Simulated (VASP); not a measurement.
# C30O (a cell with a defect) in VASP: further runs

C30O (a cell with a defect) is run at these levels: PBE; tasks: single point.

All numbers are computed with VASP 6.6.1; they aren't measurements. Logs are shortened: lines on timing, memory, paths and dates and some standing lists are left out, and cuts for length are marked.

## 1. The cell of the first run

The cell holds a defect, 31 atoms: a = 6.186 Å, b = 6.186 Å, c = 6.186 Å, α = 109.47°, β = 109.47°, γ = 109.47°.

## 2. Single point, PBE, collinear spin

INCAR

```
SYSTEM = C30O
PREC = Accurate
ENCUT = 520
EDIFF = 1E-6
ISMEAR = -1
SIGMA = 0.01
LREAL = Auto
LASPH = .True.
NELM = 200
ALGO = Normal
ISIF = 2
LWAVE = .False.
LCHARG = .False.
ISPIN = 2
MAGMOM = -0.01 -0.01 0 -0.01 0 -0.01 -0.01 -0.12 -0.01 0 0 0 -0.01 -0.01 0 0.01 0.02 0.24 0.01 0.02 0.1 0.24 0.03 0.02 0.02 0.03 0.01 0.01 0.03 0.03 -0.01
LORBIT = 11
NUPDOWN = 1.0
GGA = PE
NBANDS = 88
NELECT = 127.0
GGA_COMPAT = .False.
```

KPOINTS

```
Automatic mesh
0
Gamma
  1 1 1
  0 0 0
```

POSCAR

```
C30O
1.0
   -3.5716218665      3.5716218665      3.5716218665
    3.5716218665     -3.5716218665      3.5716218665
    3.5716218665      3.5716218665     -3.5716218665
C O
30 1
Direct
    0.0016448209      0.0023858356      0.0021131849
   -0.0015392301      0.2494360022      0.7466638112
   -0.0017483743      0.4968221787      0.4937499630
   -0.0029886404      0.7455905837      0.2482994394
    0.2491347834     -0.0012431566      0.7465605861
    0.2458194059      0.2540461201      0.4919284831
    0.2478265383      0.7455972687     -0.0025404685
    0.4977336599      0.0377088848      0.4981917407
    0.4914543273      0.2540587428      0.2462865901
    0.4932893410      0.4968173095     -0.0012766885
    0.5083689045      0.7462099623      0.7551575490
    0.7461064283     -0.0012340248      0.2496146221
    0.7462104973      0.2494411734     -0.0010616312
    0.7514623533      0.5011596301      0.7519248681
    0.7546628767      0.7462055132      0.5088275024
    0.0001807380     -0.0001113818      0.7500602349
   -0.0036806647      0.2473845068      0.4940043918
   -0.0231862359      0.4960292081      0.2442818743
   -0.0023807418      0.7475579724     -0.0019110990
    0.2522599669     -0.0024178080      0.4971077626
    0.2458629434      0.2340798415      0.2463373471
    0.2438085969      0.4960226375     -0.0227456962
    0.2503447699      0.7492399300      0.7430350609
    0.4966474305     -0.0024122225      0.2527203792
    0.4935355373      0.2473869024     -0.0032098147
    0.5001670549      0.4969454008      0.7515477452
    0.7495954789     -0.0001134044      0.0006535308
    0.7461553409      0.2492374294      0.7466145135
    0.7510737110      0.4969562866      0.5006231689
    0.7425377825      0.7492332716      0.2508336781
    0.5206379136      0.7199989182      0.5211360742
```

Potentials or basis: VASP PAW PBE potentials, release 64 (C, O).

The run is started by

```
> cat potpaw_PBE.64/C/POTCAR potpaw_PBE.64/O/POTCAR > POTCAR
> mpirun -np 1 vasp_gam > vasp.out
```

OUTCAR:

```text
SYSTEM = C30O
   PREC = Accurate
   ENCUT = 520
   EDIFF = 1E-6
   ISMEAR = -1
   LREAL = Auto
   LASPH = .True.
   NELM = 200
   ISIF = 2
   ISPIN = 2
   LORBIT = 11
   NUPDOWN = 1.0
   GGA = PE
   NELECT = 127.0

 ion  position               nearest neighbor table
   1  0.002  0.002  0.002-  21 1.49  27 1.55  16 1.55  19 1.56
   2  0.998  0.249  0.747-  22 1.49  16 1.55  17 1.55  28 1.56
   3  0.998  0.497  0.494-  18 1.50  17 1.54  29 1.54  23 1.55
   4  0.997  0.746  0.248-  18 1.50  19 1.55  20 1.56  30 1.59
   5  0.249  0.999  0.747-  25 1.53  23 1.54  20 1.55  16 1.55
   6  0.246  0.254  0.492-  21 1.48  17 1.53  26 1.56  20 1.61
   7  0.248  0.746  0.997-  22 1.50  19 1.55  24 1.56  23 1.59
   8  0.498  0.038  0.498-  24 1.45  20 1.45  28 1.48
   9  0.491  0.254  0.246-  21 1.48  25 1.53  29 1.56  24 1.61
  10  0.493  0.497  0.999-  22 1.50  25 1.54  26 1.54  30 1.55
  11  0.508  0.746  0.755-  31 1.43  26 1.52  27 1.53  23 1.58
  12  0.746  0.999  0.250-  17 1.53  30 1.54  24 1.55  27 1.55
  13  0.746  0.249  0.999-  18 1.49  27 1.55  25 1.55  28 1.56
  14  0.751  0.501  0.752-  19 1.52  28 1.54  26 1.55  29 1.55
  15  0.755  0.746  0.509-  31 1.43  29 1.52  16 1.53  30 1.58
  16  0.000  1.000  0.750-  15 1.53   5 1.55   1 1.55   2 1.55
  17  0.996  0.247  0.494-  12 1.53   6 1.53   3 1.54   2 1.55
  18  0.977  0.496  0.244-  13 1.49   4 1.50   3 1.50
  19  0.998  0.748  0.998-  14 1.52   4 1.55   7 1.55   1 1.56
  20  0.252  0.998  0.497-   8 1.45   5 1.55   4 1.56   6 1.61
  21  0.246  0.234  0.246-   9 1.48   6 1.48   1 1.49
  22  0.244  0.496  0.977-   2 1.49   7 1.50  10 1.50
  23  0.250  0.749  0.743-   5 1.54   3 1.55  11 1.58   7 1.59
  24  0.497  0.998  0.253-   8 1.45  12 1.55   7 1.56   9 1.61
  25  0.494  0.247  0.997-   5 1.53   9 1.53  10 1.54  13 1.55
  26  0.500  0.497  0.752-  11 1.52  10 1.54  14 1.55   6 1.56
  27  0.750  1.000  0.001-  11 1.53  12 1.55   1 1.55  13 1.55
  28  0.746  0.249  0.747-   8 1.48  14 1.54   2 1.56  13 1.56
  29  0.751  0.497  0.501-  15 1.52   3 1.54  14 1.55   9 1.56
  30  0.743  0.749  0.251-  12 1.54  10 1.55  15 1.58   4 1.59
  31  0.521  0.720  0.521-  11 1.43  15 1.43

  LATTYP: Found a body centered cubic cell.
 ALAT       =     7.1432437330

  Lattice vectors:

 A1 = (  -3.5716218665,   3.5716218665,   3.5716218665)
 A2 = (   3.5716218665,  -3.5716218665,   3.5716218665)
 A3 = (   3.5716218665,   3.5716218665,  -3.5716218665)

Analysis of symmetry for initial positions (statically):
=====================================================================
 Subroutine PRICEL returns:
 Original cell was already a primitive cell.

 Routine SETGRP: Setting up the symmetry group for a
 body centered cubic supercell.

 Subroutine GETGRP returns: Found  1 space group operations
 (whereof  1 operations were pure point group operations)
 out of a pool of 48 trial point group operations.

The static configuration has the point symmetry C_1 .

Analysis of symmetry for dynamics (positions and initial velocities):
=====================================================================
 Subroutine PRICEL returns:
 Original cell was already a primitive cell.

 Routine SETGRP: Setting up the symmetry group for a
 body centered cubic supercell.

 Subroutine GETGRP returns: Found  1 space group operations
 (whereof  1 operations were pure point group operations)
 out of a pool of 48 trial point group operations.

The dynamic configuration has the point symmetry C_1 .

Analysis of structural, dynamic, and magnetic symmetry:
=====================================================================
 Subroutine PRICEL returns:
 Original cell was already a primitive cell.

 Routine SETGRP: Setting up the symmetry group for a
 body centered cubic supercell.

 Subroutine GETGRP returns: Found  1 space group operations
 (whereof  1 operations were pure point group operations)
 out of a pool of 48 trial point group operations.

The overall configuration has the point symmetry C_1 .

 Subroutine INISYM returns: Found  1 space group operations
 (whereof  1 operations are pure point group operations),
 and found     1 'primitive' translations

[... 112 lines left out ...]
   total plane-waves  NPLWV = 110592
   dimension x,y,z NGX =    48 NGY =   48 NGZ =   48
   dimension x,y,z NGXF=    96 NGYF=   96 NGZF=   96
   ions per type =              30   1
   NGX,Y,Z   is equivalent  to a cutoff of  12.90, 12.90, 12.90 a.u.
   NGXF,Y,Z  is equivalent  to a cutoff of  25.80, 25.80, 25.80 a.u.
 SYSTEM =  C30O
   PREC   = accura    normal or accurate (medium, high low for compatibility)
   ISTART =      0    job   : 0-new  1-cont  2-samecut
   ICHARG =      2    charge: 1-file 2-atom 10-const
   ISPIN  =      2    spin polarized calculation?
   LNONCOLLINEAR =      F non collinear calculations
   LSORBIT =      F    spin-orbit coupling
   LASPH  =      T    aspherical Exc in radial PAW
   ENCUT  =  520.0 eV  38.22 Ry    6.18 a.u.  11.50 11.50 11.50*2*pi/ulx,y,z
   NELM   =    200;   NELMIN=  2; NELMDL= -5     # of ELM steps
   EDIFF  = 0.1E-05   stopping-criterion for ELM
   LREAL  =      T    real-space projection
   EDIFFG = 0.1E-04   stopping-criterion for IOM
   NSW    =      0    number of steps for IOM
   IBRION =     -1    ionic relax: 0-MD 1-quasi-New 2-CG
   NFREE  =      0    steps in history (QN), initial steepest desc. (CG)
   ISIF   =      2    stress and relaxation
   ISYM   =      2    0-nonsym 1-usesym 2-fastsym
   POTIM  = 0.5000    time-step for ionic-motion
   TEBEG  =    0.0;   TEEND  =   0.0 temperature during run
   PSTRESS=    0.0 pullay stress
   NELECT =     127.0000    total number of electrons
   NUPDOWN=       1.0000    fix difference up-down
   EMIN   =  10.00;   EMAX   =-10.00  energy-range for DOS
   EFERMI =   0.00;   METHOD = LEGACY
   ISMEAR =    -1;   SIGMA  =   0.01  broadening in eV -4-tet -1-fermi 0-gaus
   EFERMI_NEDOS =   21; number of points for ismear=-14 and -15
   IALGO  =     38    algorithm
   IMIX   =      4    mixing-type and parameters
     AMIX     =   0.40;   BMIX     =  1.00
     AMIX_MAG =   1.60;   BMIX_MAG =  1.00
  volume/ion in A,a.u.               =       5.88        39.67
  Fermi-wavevector in a.u.,A,eV,Ry     =   1.451412  2.742770 28.661975  2.106596
  Thomas-Fermi vector in A             =   2.568912
   LORBIT       =     11    0 simple, 1 ext, 2 COOP (PROOUT), +10 PAW based schemes
   GGA     = PE    functional components
   LHFCALC =     F    Hartree Fock is set to
   AEXX    =    0.0000 exact exchange contribution
   IVDW    =     0    specifies the selected vdW correction
   LEPSILON=     F    determine dielectric tensor
   LRPA    =     F    only Hartree local field effects (RPA)
 spin polarized calculation
  energy-cutoff  :      520.00
  volume of cell :      182.25
 maximum number of plane-waves:      2461
 NGX is ok and might be reduce to    48
   NGX = 23   NGY = 23   NGZ = 23

 number of electron     126.9999999 magnetization       1.0000017

 Free energy of the ion-electron system (eV)
  ---------------------------------------------------
  ext. energy  EPLUGINS =         0.00000000
  ---------------------------------------------------
  free energy    TOTEN  =      -257.10476592 eV

  energy without entropy =     -257.10476592  energy(sigma->0) =     -257.10476592

 E-fermi :  10.9776     XC(G=0): -13.0697

 val. band max:       10.9641383588   @ k =   0.0000   0.0000   0.0000
 cond. band min:      11.7250153927   @ k =   0.0000   0.0000   0.0000
 fundamental gap:      0.7608770339
 Fermi energy:        11.2158056060

 spin component 1

 k-point     1 :       0.0000    0.0000    0.0000
  band No.  band energies     occupation
      1     -13.7301      1.00000
      2     -11.5623      1.00000
      3      -8.4543      1.00000
      4      -8.2237      1.00000
      5      -8.1173      1.00000
      6      -8.0681      1.00000
[... 67 lines left out ...]
     74      15.5842      0.00000
     75      16.1578      0.00000
 Fermi energy:        10.9775879727

 spin component 2

 k-point     1 :       0.0000    0.0000    0.0000
  band No.  band energies     occupation
      1     -13.7361      1.00000
      2     -11.5370      1.00000
      3      -8.4326      1.00000
      4      -8.2339      1.00000
      5      -8.0985      1.00000
      6      -8.0129      1.00000
[... 67 lines left out ...]
     74      15.5943      0.00000
     75      16.1629      0.00000
 [bands above 75 left out]

------------------------ aborting loop because EDIFF is reached ----------------------------------------

  FORCE on cell =-STRESS in cart. coord.  units (eV):
  Direction    XX          YY          ZZ          XY          YZ          ZX
  --------------------------------------------------------------------------------------
  -------------------------------------------------------------------------------------
  Total       19.2447107     31.0062853     19.2657577     -7.2030073     -7.2083019     10.5670080
  in kB      169.1864422    272.5862279    169.3714735    -63.3239546    -63.3705012     92.8979662
  external PRESSURE =     203.7147145 kB  Pullay stress =       0.0000000 kB

 VOLUME and BASIS-vectors are now :
 -----------------------------------------------------------------------------
  energy-cutoff  :      520.00
  volume of cell :      182.25
      direct lattice vectors                 reciprocal lattice vectors
    -3.571621867  3.571621867  3.571621867     0.000000000  0.139992423  0.139992423
     3.571621867 -3.571621867  3.571621867     0.139992423  0.000000000  0.139992423
     3.571621867  3.571621867 -3.571621867     0.139992423  0.139992423  0.000000000

 POSITION                                       TOTAL-FORCE (eV/Angst)
 -----------------------------------------------------------------------------------
      0.01019      0.00490      0.00685         0.701522     -0.220353      0.702217
     -0.00843      5.34203      1.79021         0.058302      0.030955     -0.082527
     -0.02743      3.55440      3.57635         0.030781     -0.220522      0.494072
     -0.01115      1.78481      5.33708         0.129941      0.167508      0.613118
      5.34380     -0.01093      1.79056         0.313531     -0.185082      0.090071
      1.78637      1.72760      0.02835         0.517922     -0.291174      0.197060
[... 23 lines left out ...]
      0.91980      0.87197      4.43216        -0.017269     -0.262829     -0.371227
      2.57334      1.14926      2.56978        -0.355945      1.075323     -0.354873
 -----------------------------------------------------------------------------------
    total drift:                               -0.052602     -0.055449     -0.052651

  FREE ENERGIE OF THE ION-ELECTRON SYSTEM (eV)
  ---------------------------------------------------
  free  energy   TOTEN  =      -257.1047659176 eV

  energy  without entropy=     -257.1047659176  energy(sigma->0) =     -257.10476592

 total charge

# of ion       s       p       d       tot
------------------------------------------
    1        0.825   1.769   0.000   2.594
    2        0.823   1.768   0.000   2.591
    3        0.827   1.768   0.000   2.595
    4        0.822   1.744   0.000   2.566
    5        0.832   1.760   0.000   2.593
    6        0.829   1.749   0.000   2.579
[... 23 lines left out ...]
   30        0.825   1.729   0.000   2.554
   31        1.571   3.620   0.000   5.191
--------------------------------------------------
tot         26.448  56.363   0.000  82.810

 magnetization (x)

# of ion       s       p       d       tot
------------------------------------------
    1       -0.001  -0.011   0.000  -0.012
    2       -0.003  -0.012   0.000  -0.015
    3       -0.002  -0.006   0.000  -0.008
    4       -0.002  -0.011   0.000  -0.013
    5       -0.002  -0.000   0.000  -0.003
    6       -0.002  -0.013   0.000  -0.015
[... 23 lines left out ...]
   30        0.004   0.028   0.000   0.032
   31       -0.011   0.002   0.000  -0.009
--------------------------------------------------
tot          0.052   0.645   0.000   0.698
```

It took 3.4 min on 1 thread of Intel Xeon 8259CL, shared host; peak memory 0.38 GiB.

What came out:

* Free energy: -257.1048 eV
* Largest force: 1.549 eV/Å
* Net moment: 1.00 μB per cell
* Site moments: C -0.01, -0.00, -0.15, +0.01, +0.02, +0.29, +0.03, +0.12, +0.04 (each value once); O -0.01 μB
* Valence electrons inside the program's atomic spheres: C 2.59, 2.60, 2.57, 2.58, 2.67, 2.53, 2.61, 2.55 (each value once); O 5.19

Forces on the atoms (eV/Å):
```
C    0.702 -0.220  0.702
C    0.058  0.031 -0.083
C    0.031 -0.221  0.494
C    0.130  0.168  0.613
C    0.314 -0.185  0.090
C    0.518 -0.291  0.197
C    0.615  0.174  0.127
C    0.324 -1.067  0.328
C    0.189 -0.286  0.520
C    0.496 -0.224  0.029
C    0.074  0.069 -0.125
C    0.089 -0.183  0.313
C   -0.084  0.031  0.060
C    0.039  0.027  0.038
C   -0.121  0.067  0.074
C    0.292  0.138 -0.063
C   -0.431  0.271 -0.277
C    0.342  0.348 -0.255
C   -0.511  0.417 -0.507
C   -0.689  0.136  0.076
C   -0.958 -0.755 -0.955
C   -0.251  0.352  0.341
C   -0.380 -0.261 -0.014
C    0.079  0.137 -0.689
C   -0.278  0.270 -0.433
C    0.119 -0.119 -0.080
C   -0.058  0.139  0.289
C   -0.198  0.344 -0.200
C   -0.078 -0.118  0.115
C   -0.017 -0.263 -0.371
O   -0.356  1.075 -0.355
```

Caveat: the k points lie up to 1.24 Å⁻¹ apart, too coarse for converged energies, forces and pressures; the cell carries a net charge on a neutralising background, which shifts energy and pressure; the cell is charged against a uniform background, so pressure and absolute levels hang on convention; the total moment is fixed, so each spin has its own Fermi level and the state may be an excited one.

## 3. Single point, PBE, collinear spin

INCAR

```
PREC = Accurate
ENCUT = 520
EDIFF = 1E-6
ISMEAR = -1
SIGMA = 0.01
LREAL = Auto
LASPH = True
NELM = 200
ALGO = Normal
ISIF = 2
LWAVE = False
LCHARG = False
ISPIN = 2
MAGMOM = -0.01 0 0 0 0.01 0 0 0 0 0 0.03 0.01 -0.01 0.01 0 0.01 0.03 0.26 0.04 0.04 0.26 0.24 0.03 0.03 0.04 0.03 0.01 0.01 0.04 0.03 0.02
LORBIT = 11
NUPDOWN = 2.0
GGA = PE
NBANDS = 88
NELECT = 128.0
GGA_COMPAT = False
```

KPOINTS

```
Automatic mesh
0
Gamma
  1 1 1
```

POSCAR

```
C30O
1.0
   -3.5716218665      3.5716218665      3.5716218665
    3.5716218665     -3.5716218665      3.5716218665
    3.5716218665      3.5716218665     -3.5716218665
C O
30 1
Direct
   -0.0002421021     -0.0020228726      0.0027209840
    0.0051164399      0.2543467750      0.7550699670
   -0.0017766444      0.4996531358      0.4992304461
    0.0011093705      0.7435819899      0.2491760076
    0.2507132904     -0.0035763144      0.7511680712
    0.2504212953      0.2474544924      0.4992217566
    0.2462806307      0.7433164687      0.0026080287
    0.5109383431      0.0060444327      0.4970063581
    0.4943513396      0.2503416619      0.2491762730
    0.4940842056      0.4955099799      0.0026195556
    0.4989042083      0.7481322456      0.7903129150
    0.7542481529      0.0034774898      0.2534082601
    0.7487437746      0.2489808013      0.0027187119
    0.7471962522      0.4999507121      0.7511648135
    0.7568133278      0.7601656290      0.4970000903
    0.0019136187      0.0013144110      0.7526089407
   -0.0009514243      0.2482793777      0.5005088867
   -0.0196246820      0.4942961560      0.2503201070
   -0.0021088826      0.7446455085      0.0003899453
    0.2532101067     -0.0068398923      0.5019625819
    0.2450573662      0.2295913513      0.2503068460
    0.2479763920      0.4972016760     -0.0169627116
    0.2539035721      0.7485117862      0.7535271247
    0.5021047657      0.0036867186      0.2490225040
    0.4954112366      0.2471214755      0.0003949314
    0.4992814770      0.5031345732      0.7535175119
    0.7461194787     -0.0046536793      0.0010016573
    0.7520904413      0.2511503244      0.7526130446
    0.7439271944      0.5024439311      0.5019597177
    0.7544477295      0.7513305243      0.2490295358
    0.5217517215      0.7709772829      0.4595434793
```

Potentials or basis: VASP PAW PBE potentials, release 64 (C, O).

The run is started by

```
> cat potpaw_PBE.64/C/POTCAR potpaw_PBE.64/O/POTCAR > POTCAR
> mpirun -np 1 vasp_gam > vasp.out
```

Wall time 3.4 min (1 thread of Intel Xeon 8259CL, shared host); peak memory 0.38 GiB.

The run converged. Its results:

```yaml
Free_energy: -245.5050 eV
Largest_force: 0.965 eV/Å
Net_moment: 2.00 μB per cell
Site_moments: C -0.01, -0.00, +0.01, +0.00, +0.03, +0.31, +0.04, +0.29, +0.02 (each value once); O +0.02 μB
Valence_electrons_inside_the_program's_atomic_spheres: C 2.59, 2.62, 2.58, 2.61, 2.60, 2.55, 2.72, 2.57, 2.63 (each value once); O 5.22
```

Forces in eV/Å, atoms in the order of the input:
```
C    0.126 -0.191  0.258
C    0.486  0.490 -0.674
C    0.004  0.062  0.313
C    0.138  0.552 -0.332
C    0.043 -0.059 -0.179
C    0.058  0.007  0.311
C    0.268 -0.282  0.159
C    0.423 -0.462  0.202
C    0.554  0.136 -0.334
C   -0.283  0.266  0.159
C    0.396  0.393 -0.658
C   -0.145 -0.144  0.493
C   -0.190  0.129  0.261
C   -0.062  0.047 -0.180
C   -0.457  0.423  0.204
C    0.321  0.011  0.036
C   -0.382 -0.380  0.305
C    0.120 -0.249 -0.082
C   -0.370 -0.180  0.156
C   -0.221  0.120  0.107
C   -0.245  0.118 -0.083
C   -0.230 -0.231 -0.239
C   -0.160 -0.255 -0.250
C    0.100  0.038 -0.278
C   -0.184 -0.366  0.153
C   -0.245 -0.161 -0.250
C    0.106  0.108  0.357
C    0.011  0.319  0.035
C    0.118 -0.220  0.106
C    0.035  0.101 -0.278
O   -0.132 -0.140  0.201
```

Caveat: the k points lie up to 1.24 Å⁻¹ apart, too coarse for converged energies, forces and pressures; the cell carries a net charge on a neutralising background, which shifts energy and pressure; the cell is charged against a uniform background, so pressure and absolute levels hang on convention; the total moment is fixed, so each spin has its own Fermi level and the state may be an excited one.
